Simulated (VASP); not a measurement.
# RbBr (Pm-3m) in VASP: further runs, part 2 of 2

VASP 6.6.1. Earlier steps stand in the parts before.

## (3) Relaxation of cell and atoms, PBE, target pressure 30 GPa, at which the enthalpy is minimised

This run uses another cell than the first one, of 22.85 Å³/atom.

INCAR

```
SYSTEM = RbBr
PREC = Accurate ; ENCUT = 600
EDIFF = 1E-7 ; ISMEAR = 0
SIGMA = 0.02 ; LREAL = .FALSE.
LASPH = .TRUE. ; NELM = 100
ALGO = Normal ; ISIF = 3
LWAVE = .FALSE. ; LCHARG = .FALSE.
GGA = PE ; IBRION = 2
NSW = 70 ; EDIFFG = -0.008
PSTRESS = 300.0
```

KPOINTS

```
Automatic mesh
0
G
  6 6 6
  0 0 0
```

POSCAR

```
RbBr
1.0
    3.5750848900      0.0000000000      0.0000000000
    0.0000000000      3.5750848900      0.0000000000
    0.0000000000      0.0000000000      3.5750848900
Rb Br
1 1
Direct
    0.0000000000      0.0000000000      0.0000000000
    0.5000000000      0.5000000000      0.5000000000
```

Potentials or basis: VASP PAW PBE potentials, release 64 (Rb_sv, Br).

Started as:

```sh
$ cat potpaw_PBE.64/Rb_sv/POTCAR potpaw_PBE.64/Br/POTCAR > POTCAR
$ mpirun -np 1 vasp_std > vasp.out
```

OUTCAR:

```text
SYSTEM = RbBr
   PREC = Accurate
   ENCUT = 600
   EDIFF = 1E-7
   ISMEAR = 0
   LREAL = .FALSE.
   LASPH = .TRUE.
   NELM = 100
   ISIF = 3
   GGA = PE
   IBRION = 2
   NSW = 70
   EDIFFG = -0.008
   PSTRESS = 300.0

 ion  position               nearest neighbor table
   1  0.000  0.000  0.000-   2 3.10   2 3.10   2 3.10   2 3.10   2 3.10   2 3.10   2 3.10   2 3.10

   2  0.500  0.500  0.500-   1 3.10   1 3.10   1 3.10   1 3.10   1 3.10   1 3.10   1 3.10   1 3.10

  LATTYP: Found a simple cubic cell.
 ALAT       =     3.5750848900

  Lattice vectors:

 A1 = (   3.5750848900,   0.0000000000,   0.0000000000)
 A2 = (   0.0000000000,   3.5750848900,   0.0000000000)
 A3 = (   0.0000000000,   0.0000000000,   3.5750848900)

Analysis of symmetry for initial positions (statically):
=====================================================================
 Subroutine PRICEL returns:
 Original cell was already a primitive cell.

 Routine SETGRP: Setting up the symmetry group for a
 simple cubic supercell.

 Subroutine GETGRP returns: Found 48 space group operations
 (whereof 48 operations were pure point group operations)
 out of a pool of 48 trial point group operations.

The static configuration has the point symmetry O_h .

Analysis of symmetry for dynamics (positions and initial velocities):
=====================================================================
 Subroutine PRICEL returns:
 Original cell was already a primitive cell.

 Routine SETGRP: Setting up the symmetry group for a
 simple cubic supercell.

 Subroutine GETGRP returns: Found 48 space group operations
 (whereof 48 operations were pure point group operations)
 out of a pool of 48 trial point group operations.

The dynamic configuration has the point symmetry O_h .

 Subroutine INISYM returns: Found 48 space group operations
 (whereof 48 operations are pure point group operations),
 and found     1 'primitive' translations

----------------------------------------------------------------------------------------

                                     Primitive cell

  volume of cell :      45.6940

  direct lattice vectors                    reciprocal lattice vectors
     3.575084890  0.000000000  0.000000000     0.279713638  0.000000000  0.000000000
     0.000000000  3.575084890  0.000000000     0.000000000  0.279713638  0.000000000
     0.000000000  0.000000000  3.575084890     0.000000000  0.000000000  0.279713638

  length of vectors
     3.575084890  3.575084890  3.575084890     0.279713638  0.279713638  0.279713638

  position of ions in fractional coordinates (direct lattice)
     0.000000000  0.000000000  0.000000000
     0.500000000  0.500000000  0.500000000

  ion indices of the primitive-cell ions
   primitive index   ion index
                 1           1
                 2           2

----------------------------------------------------------------------------------------

 KPOINTS: Automatic mesh

Automatic generation of k-mesh.
 Grid dimensions read from file:
 generate k-points for:    6    6    6

 Generating k-lattice:

  Cartesian coordinates                     Fractional coordinates (reciprocal lattice)
     0.046618940  0.000000000  0.000000000     0.166666667  0.000000000  0.000000000
     0.000000000  0.046618940  0.000000000     0.000000000  0.166666667  0.000000000
     0.000000000  0.000000000  0.046618940     0.000000000  0.000000000  0.166666667

  Length of vectors
     0.046618940  0.046618940  0.046618940

  Shift w.r.t. Gamma in fractional coordinates (k-lattice)
     0.000000000  0.000000000  0.000000000

 Subroutine IBZKPT returns following result:
 ===========================================

 Found     20 irreducible k-points:

 Following reciprocal coordinates:
            Coordinates               Weight
  0.000000  0.000000  0.000000      1.000000
  0.166667  0.000000  0.000000      6.000000
  0.333333  0.000000  0.000000      6.000000
  0.500000  0.000000  0.000000      3.000000
  0.166667  0.166667  0.000000     12.000000
  0.333333  0.166667  0.000000     24.000000
[... 12 lines left out ...]
  0.500000  0.500000  0.333333      6.000000
  0.500000  0.500000  0.500000      1.000000
   k-points           NKPTS =     20   k-points in BZ     NKDIM =     20   number of bands    NBANDS=     12
   number of dos      NEDOS =    301   number of ions     NIONS =      2
   total plane-waves  NPLWV =  27000
   dimension x,y,z NGX =    30 NGY =   30 NGZ =   30
   dimension x,y,z NGXF=    60 NGYF=   60 NGZF=   60
   ions per type =               1   1
   NGX,Y,Z   is equivalent  to a cutoff of  13.95, 13.95, 13.95 a.u.
   NGXF,Y,Z  is equivalent  to a cutoff of  27.90, 27.90, 27.90 a.u.
 SYSTEM =  RbBr
   PREC   = accura    normal or accurate (medium, high low for compatibility)
   ISTART =      0    job   : 0-new  1-cont  2-samecut
   ICHARG =      2    charge: 1-file 2-atom 10-const
   ISPIN  =      1    spin polarized calculation?
   LNONCOLLINEAR =      F non collinear calculations
   LSORBIT =      F    spin-orbit coupling
   LASPH  =      T    aspherical Exc in radial PAW
   ENCUT  =  600.0 eV  44.10 Ry    6.64 a.u.   7.14  7.14  7.14*2*pi/ulx,y,z
   NELM   =    100;   NELMIN=  2; NELMDL= -5     # of ELM steps
   EDIFF  = 0.1E-06   stopping-criterion for ELM
   LREAL  =      F    real-space projection
   EDIFFG = -.8E-02   stopping-criterion for IOM
   NSW    =     70    number of steps for IOM
   IBRION =      2    ionic relax: 0-MD 1-quasi-New 2-CG
   NFREE  =      1    steps in history (QN), initial steepest desc. (CG)
   ISIF   =      3    stress and relaxation
   ISYM   =      2    0-nonsym 1-usesym 2-fastsym
   POTIM  = 0.5000    time-step for ionic-motion
   TEBEG  =    0.0;   TEEND  =   0.0 temperature during run
   PSTRESS=  300.0 pullay stress
   NELECT =      16.0000    total number of electrons
   NUPDOWN=      -1.0000    fix difference up-down
   EMIN   =  10.00;   EMAX   =-10.00  energy-range for DOS
   EFERMI =   0.00;   METHOD = LEGACY
   ISMEAR =     0;   SIGMA  =   0.02  broadening in eV -4-tet -1-fermi 0-gaus
   EFERMI_NEDOS =   21; number of points for ismear=-14 and -15
   IALGO  =     38    algorithm
   IMIX   =      4    mixing-type and parameters
     AMIX     =   0.40;   BMIX     =  1.00
     AMIX_MAG =   1.60;   BMIX_MAG =  1.00
  volume/ion in A,a.u.               =      22.85       154.18
  Fermi-wavevector in a.u.,A,eV,Ry     =   1.153883  2.180523 18.115424  1.331446
  Thomas-Fermi vector in A             =   2.290524
   LORBIT       =      0    0 simple, 1 ext, 2 COOP (PROOUT), +10 PAW based schemes
   GGA     = PE    functional components
   LHFCALC =     F    Hartree Fock is set to
   AEXX    =    0.0000 exact exchange contribution
   IVDW    =     0    specifies the selected vdW correction
   LEPSILON=     F    determine dielectric tensor
   LRPA    =     F    only Hartree local field effects (RPA)
 conjugate gradient relaxation of ions
 non-spin polarized calculation
 Gauss-broadening in eV      SIGMA  =   0.02
  energy-cutoff  :      600.00
  volume of cell :       45.69
 maximum number of plane-waves:      1568
 NGX is ok and might be reduce to    30
   NGX = 15   NGY = 15   NGZ = 15

--------------------------------------- Ionic step        1  -------------------------------------------

 number of electron      15.9999998 magnetization

 Free energy of the ion-electron system (eV)
  ---------------------------------------------------
  ext. energy  EPLUGINS =         0.00000000
  ---------------------------------------------------
  free energy    TOTEN  =        -4.78327524 eV

  energy without entropy =       -4.78327524  energy(sigma->0) =       -4.78327524

 E-fermi :   2.2346     XC(G=0):  -9.9123

 val. band max:        2.1079233714   @ k =   0.5000   0.5000   0.0000
 cond. band min:       6.6950456230   @ k =   0.0000   0.0000   0.0000
 fundamental gap:      4.5871222516
 Fermi energy:         2.2346001570

 k-point     1 :       0.0000    0.0000    0.0000
  band No.  band energies     occupation
      1     -22.8188      2.00000
      2     -11.5085      2.00000
      3      -6.6441      2.00000
      4      -6.6441      2.00000
      5      -6.6441      2.00000
      6       2.0676      2.00000
      7       2.0676      2.00000
      8       2.0676      2.00000
      9       6.6950      0.00000
     10       6.6950      0.00000
     11       8.4214      0.00000
     12      13.0529      0.00000
[... 394 lines left out ...]
  enthalpy is  TOTEN    =         3.6941123804 eV   P V=        7.9973712987

--------------------------------------- Ionic step        4  -------------------------------------------

 number of electron      16.0000000 magnetization

 Free energy of the ion-electron system (eV)
  ---------------------------------------------------
  ext. energy  EPLUGINS =         0.00000000
  ---------------------------------------------------
  free energy    TOTEN  =        -4.29125047 eV

  energy without entropy =       -4.29125047  energy(sigma->0) =       -4.29125047

 E-fermi :   2.8715     XC(G=0): -10.2568

 val. band max:        2.7244785885   @ k =   0.0000   0.0000   0.0000
 cond. band min:       7.0233514024   @ k =   0.0000   0.0000   0.0000
 fundamental gap:      4.2988728139
 Fermi energy:         2.8715021445

 k-point     1 :       0.0000    0.0000    0.0000
  band No.  band energies     occupation
      1     -22.3114      2.00000
      2     -11.1210      2.00000
      3      -6.0810      2.00000
      4      -6.0810      2.00000
      5      -6.0810      2.00000
      6       2.7245      2.00000
      7       2.7245      2.00000
      8       2.7245      2.00000
      9       7.0234      0.00000
     10       7.0234      0.00000
     11       9.5688      0.00000
     12      13.7791      0.00000
[... 312 lines left out ...]
  FREE ENERGIE OF THE ION-ELECTRON SYSTEM (eV)
  ---------------------------------------------------
  free  energy   TOTEN  =        -4.2912504700 eV

  energy  without entropy=       -4.2912504700  energy(sigma->0) =       -4.29125047

  enthalpy is  TOTEN    =         3.6940636396 eV   P V=        7.9853141096

 reached required accuracy - stopping structural energy minimisation
```

OSZICAR:

```text
N       E                     dE             d eps       ncg     rms          rms(c)
DAV:   1     0.922939299338E+02    0.92294E+02   -0.84369E+03   480   0.139E+03
DAV:   2    -0.502797477508E+00   -0.92797E+02   -0.85784E+02   684   0.217E+02
DAV:   3    -0.488756030639E+01   -0.43848E+01   -0.43608E+01   604   0.504E+01
[... 36 lines left out ...]
DAV:   2    -0.429128726773E+01    0.12434E-03   -0.24376E-04   556   0.121E-01    0.407E-02
DAV:   3    -0.429124761411E+01    0.39654E-04   -0.14957E-04   676   0.846E-02    0.101E-02
DAV:   4    -0.429124885979E+01   -0.12457E-05   -0.29115E-06   588   0.135E-02    0.565E-03
DAV:   5    -0.429125046545E+01   -0.16057E-05   -0.62985E-07   768   0.673E-03    0.175E-03
DAV:   6    -0.429125047000E+01   -0.45482E-08   -0.65897E-09   268   0.704E-04
   4 F= 0.36940636E+01 E0= 0.36940636E+01  d E =-.786409E-01
```

Wall time 2 min (1 thread of Intel Xeon 8259CL, shared host); peak memory 0.18 GiB.

What came out:

```yaml
Free_energy: -4.2913 eV
Relaxed_volume: 21.32 Å³/atom
Relaxed_cell: a = 3.494 Å, b = 3.494 Å, c = 3.494 Å, α = 90.00°, β = 90.00°, γ = 90.00°
Space_group_after_relaxing_to_0.1_Å: Pm-3m (No. 221)
Energy_change_on_relaxing_the_run_minimises_the_enthalpy: +246.0 meV/atom
Ionic_steps: 4
Pressure_after_relaxing: 30.0 GPa
Band_gap_on_the_k_mesh: 4.30 eV
```

Step by step:
| step | energy change (eV) | largest force (eV/Å) | pressure (GPa) | volume (Å³) |
| --- | --- | --- | --- | --- |
| 1 | 0.0000 | 0.0000 | 22.16 | 45.69 |
| 2 | 1.3997 | 0.0000 | 44.64 | 38.69 |
| 3 | 0.4800 | 0.0000 | 29.79 | 42.71 |
| 4 | 0.4920 | 0.0000 | 29.98 | 42.65 |

Final structure:
```
Rb Br
1.0
     3.49377    0.00000    0.00000
     0.00000    3.49377    0.00000
     0.00000    0.00000    3.49377
Rb Br
1 1
Direct
  0.00000 0.00000 0.00000
  0.50000 0.50000 0.50000
```

Caveat: the cell is relaxed towards a set pressure, so the run minimises the enthalpy, not the energy. A k mesh can miss the band edges.

## (4) Relaxation of cell and atoms, PBE, target pressure 15 GPa, at which the enthalpy is minimised

This run uses another cell than the first one, of 25.67 Å³/atom.

INCAR

```
SYSTEM = RbBr
PREC     = Accurate       ! precision mode
ENCUT    = 600            ! plane-wave cutoff, eV
EDIFF    = 1E-6           ! SCF threshold, eV
ISMEAR   = 0              ! smearing method
SIGMA    = 0.02           ! smearing width, eV
LREAL    = .False.        ! projectors in reciprocal space
LASPH    = .True.         ! aspherical terms in the spheres
NELM     = 100            ! most SCF steps
ALGO     = Normal         ! electronic algorithm
ISIF     = 3              ! what is computed and relaxed
LWAVE    = .False.        ! write WAVECAR
LCHARG   = .False.        ! write CHGCAR
GGA      = PE             ! functional
IBRION   = 2              ! ionic algorithm
NSW      = 70             ! ionic steps
EDIFFG   = -0.008         ! ionic threshold
PSTRESS  = 150.0
```

KPOINTS

```
Automatic mesh
0
Gamma
  6 6 6
  0 0 0
```

POSCAR

```
RbBr
1.0
    3.7165377934      0.0000000000      0.0000000000
    0.0000000000      3.7165377934      0.0000000000
    0.0000000000      0.0000000000      3.7165377934
Rb Br
1 1
Direct
    0.0000000000      0.0000000000      0.0000000000
    0.5000000000      0.5000000000      0.5000000000
```

Started as:

```sh
$ cat potpaw_PBE.64/Rb_sv/POTCAR potpaw_PBE.64/Br/POTCAR > POTCAR
$ mpirun -np 1 vasp_std > vasp.out
```

Run time: 92 s. Hardware: 1 thread of Intel Xeon 8259CL, shared host; peak memory 0.18 GiB.

Results (log left out):

- Free energy: -5.2335 eV
- Relaxed volume: 24.81 Å³/atom
- Relaxed cell: a = 3.675 Å, b = 3.675 Å, c = 3.675 Å, α = 90.00°, β = 90.00°, γ = 90.00°
- Space group after relaxing (to 0.1 Å): Pm-3m (No. 221)
- Energy change on relaxing (the run minimises the enthalpy): +73.6 meV/atom
- Ionic steps: 3
- Pressure after relaxing: 15.0 GPa
- Band gap on the k mesh: 4.86 eV (least direct gap 4.96 eV)

Step by step:
```
step  energy change (eV)  largest force (eV/Å)  pressure (GPa)  volume (Å³)
   1              0.0000                0.0000           12.63        51.34
   2              0.2518                0.0000           16.67        48.56
   3              0.1472                0.0000           15.00        49.62
```

Final structure:
```
Rb Br
1.0
     3.67476    0.00000    0.00000
     0.00000    3.67476    0.00000
     0.00000    0.00000    3.67476
Rb Br
1 1
Direct
  0.00000 0.00000 0.00000
  0.50000 0.50000 0.50000
```

Levels at points of the mesh, in eV from the valence-band top:
| k point | band 6 | band 7 | band 8 | band 9 | band 10 | band 11 |
| --- | --- | --- | --- | --- | --- | --- |
| (0.00, 0.00, 0.00) | -0.09 | -0.09 | -0.09 | 4.86 | 4.86 | 5.74 |
| (0.50, 0.00, 0.00) | -2.81 | -0.48 | -0.48 | 6.71 | 8.55 | 9.06 |
| (0.50, 0.50, 0.00) | -1.37 | -1.37 | 0.00 | 5.28 | 6.46 | 8.02 |
| (0.50, 0.50, 0.50) | -2.47 | -2.47 | -2.47 | 9.65 | 9.65 | 9.65 |

Caveat: the cell is relaxed towards a set pressure, so the run minimises the enthalpy, not the energy. A k mesh can miss the band edges.

## (5) Summary

| task | cell | cutoff (eV) | gap on the mesh (eV) | pressure (GPa) |
| --- | --- | --- | --- | --- |
| single point | a = 3.993 Å, 2 atoms | 520 | 4.45 | 3.1 |
| relaxation of cell and atoms | relaxed to 30 GPa from a = 3.575 Å, 2 atoms | 600 | 4.30 | 30.0 |
| relaxation of cell and atoms | relaxed to 15 GPa from a = 3.717 Å, 2 atoms | 600 | 4.86 | 15.0 |

Alike in all rows: level PBE; potentials or basis VASP PAW PBE potentials, release 64 (Rb_sv, Br); no spin polarisation; k mesh 6 × 6 × 6; smearing gaussian 0.02 eV.

Caveats: the cell is relaxed towards a set pressure, so the run minimises the enthalpy, not the energy (at least some runs); the cell stands under pressure (at least some runs).

Total energies depend on the potentials used, so only differences within one code and one set of settings carry meaning.
